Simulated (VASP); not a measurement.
LiF: relaxation of cell and atoms with PBE

The system is LiF.

```
CELL_PARAMETERS angstrom
0.00000 2.04171 2.04171
2.04171 0.00000 2.04171
2.04171 2.04171 0.00000
ATOMIC_POSITIONS crystal
Li 0.00000 0.00000 0.00000
F 0.50000 0.50000 0.50000
```

* Program: VASP 6.6.1
* Task: relaxation of cell and atoms
* Functional: PBE
* Potentials or basis: VASP PAW PBE potentials, release 64 (Li_sv, F)
* Cutoff: 600 eV
* k mesh: 10 × 10 × 10
* Occupations: fermi-dirac, width 0.02 eV
* Spin: no spin polarisation
* Dipole correction: no
* Further INCAR settings: ALGO = Normal; EDIFF = 1e-06; IBRION = 2; EDIFFG = -0.005; NSW = 80; ISIF = 3

```
Relaxed volume                         : 8.31 Å³/atom
Relaxed cell                           : a = 2.864 Å, b = 2.864 Å, c = 2.864 Å, α = 60.00°, β = 60.00°, γ = 60.00°
Space group after relaxing (to 0.05 Å) : Fm-3m (No. 225)
Energy gained by relaxing              : 0.9 meV/atom
Ionic steps                            : 3
Pressure after relaxing                : 0.1 GPa
Band gap on the k mesh                 : 8.94 eV, direct
```

Step by step:
| step | energy change (eV) | largest force (eV/Å) | pressure (GPa) | volume (Å³) |
| --- | --- | --- | --- | --- |
| 1 | 0.0000 | 0.0000 | -1.51 | 17.02 |
| 2 | -0.0014 | 0.0000 | -0.74 | 16.83 |
| 3 | -0.0018 | 0.0000 | 0.07 | 16.62 |

Final structure:
```yaml
crystal:
  lattice:
    - [0.00000, 2.02542, 2.02542]
    - [2.02542, 0.00000, 2.02542]
    - [2.02542, 2.02542, 0.00000]
  atoms:
    - { symbol: Li, position: [0.00000, 0.00000, 0.00000] }
    - { symbol: F, position: [0.50000, 0.50000, 0.50000] }
```

Levels at points of the mesh, in eV from the valence-band top:
```tsv
k point	band 3	band 4	band 5	band 6	band 7	band 8
(0.00, 0.00, 0.00)	0.00	0.00	0.00	8.94	23.74	23.74
(0.50, 0.00, 0.00)	-2.47	-0.22	-0.22	10.69	16.53	18.76
(0.50, 0.50, 0.00)	-2.93	-0.97	-0.97	14.65	16.39	17.24
```

Wall time 11 s on 1 thread of Intel(R) Xeon(R) Platinum 8375C CPU @ 2.90GHz (Ice Lake), on a shared host, peak memory 0.13 GiB.

Caveat: the cutoff is under 1.25 times the usual one of these potentials, so pressure, stress and relaxed cells hold a basis-set (Pulay) error. A hybrid or GW would open this gap; PBE tends to underestimate it.
